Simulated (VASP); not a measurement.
Write the native input for VASP 6.6.1 that does the following.

```
Task                   : single point
Functional             : PBEsol
Potentials or basis    : VASP PAW PBE potentials, release 64 (Ti_sv)
Cutoff                 : 520 eV
k mesh                 : 20 × 20 × 20
Occupations            : gaussian, width 0.15 eV
Spin                   : no spin polarisation
Dipole correction      : no
Further INCAR settings : ALGO = Fast; EDIFF = 1e-06; NBANDS = 12
```

The structure of Ti lies in POSCAR:

```
Ti
1.0
   -1.7066400000      1.7066400000      1.6410000000
    1.7066400000     -1.7066400000      1.6410000000
    1.7066400000      1.7066400000     -1.6410000000
Ti
1
Direct
    0.0000000000      0.0000000000      0.0000000000
```

This cell differs from its parent crystal: strain +0.040 along x and y, +0.000 along z.

One way to write it, as run:

INCAR

```
SYSTEM = Ti
ALGO = Fast
EDIFF = 1E-6
ENCUT = 520
GGA = PS
ISIF = 2
ISMEAR = 0
LASPH = .True.
LCHARG = .False.
LREAL = .False.
LWAVE = .False.
NBANDS = 12
NELM = 60
PREC = Accurate
SIGMA = 0.15
```

KPOINTS

```
k-points
0
Gamma
  20 20 20
  0 0 0
```

Potentials or basis: VASP PAW PBE potentials, release 64 (Ti_sv).

Run with:

```bash
$ cat potpaw_PBE.64/Ti_sv/POTCAR > POTCAR
$ mpirun -np 1 vasp_std > vasp.out
```

Results of the run:

| Item | Value |
| --- | --- |
| Pressure | -12.8 GPa |
| Band gap on the k mesh | zero (bands 6 and 7 overlap by 1.46 eV) |

Caveat: the cell differs from its parent crystal (strain +0.040 along x and y, +0.000 along z); the cell stands under tension; the PAW data sets were made with another functional, which shifts forces and pressure a little.

Run time: 77 s on 1 thread of Intel(R) Xeon(R) 6975P-C (Granite Rapids) (shared host), peak memory 0.25 GiB.
